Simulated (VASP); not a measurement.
Write the native input for VASP 6.6.1 that does the following.

```
Task                   : single point
Functional             : BLYP
Dispersion             : D4
Potentials or basis    : VASP PAW PBE potentials, release 64 (Ge_d)
Cutoff                 : 520 eV
k mesh                 : 8 × 8 × 8
Occupations            : fermi-dirac, width 0.05 eV
Spin                   : no spin polarisation
Dipole correction      : no
Further INCAR settings : ALGO = Normal; EDIFF = 1e-06; NBANDS = 21
```

The structure of Ge lies in POSCAR:

```
Ge
1.0
    0.0000000000      2.7906767997      2.7906767997
    2.7906767997      0.0000000000      2.7906767997
    2.7906767997      2.7906767997      0.0000000000
Ge
2
Direct
    0.7500000000      0.7500000000      0.7500000000
    0.5000000000      0.5000000000      0.5000000000
```

One way to write it, as run:

INCAR

```
SYSTEM = Ge
PREC     = Accurate       ! precision mode
ENCUT    = 520            ! plane-wave cutoff, eV
EDIFF    = 1E-6           ! SCF threshold, eV
ISMEAR   = -1             ! smearing method
SIGMA    = 0.05           ! smearing width, eV
LREAL    = .FALSE.        ! projectors in reciprocal space
LASPH    = .TRUE.         ! aspherical terms in the spheres
NELM     = 100            ! most SCF steps
ALGO     = Normal         ! electronic algorithm
ISIF     = 2              ! what is computed and relaxed
LWAVE    = .FALSE.        ! write WAVECAR
LCHARG   = .TRUE.         ! write CHGCAR
GGA      = B5             ! functional
ALDAX    = 1.0          
AGGAX    = 1.0          
AGGAC    = 1.0          
ALDAC    = 0.0          
IVDW     = 13             ! dispersion correction
VDW_S6   = 1.0          
VDW_S8   = 2.34076671   
VDW_A1   = 0.44488865   
VDW_A2   = 4.0933009    
LELF     = .TRUE.         ! ELF
LVHAR    = .TRUE.       
NBANDS   = 21             ! bands
```

KPOINTS

```
regular mesh
0
G
  8 8 8
  0 0 0
```

Potentials or basis: VASP PAW PBE potentials, release 64 (Ge_d).

Launch:

```console
$ cat potpaw_PBE.64/Ge_d/POTCAR > POTCAR
$ mpirun -np 1 vasp_std > vasp.out
```

It gave:

The pressure is 6.2 GPa. The band gap on the k mesh is 0.20 eV and the dispersion energy per atom is -0.647 eV.

Caveat: the cell stands under pressure; the PAW data sets were made with another functional, which shifts forces and pressure a little.

Wall time 26 s on 1 thread of AMD EPYC 9R45 96-Core Processor (Zen 5), on a shared host, peak memory 0.14 GiB.
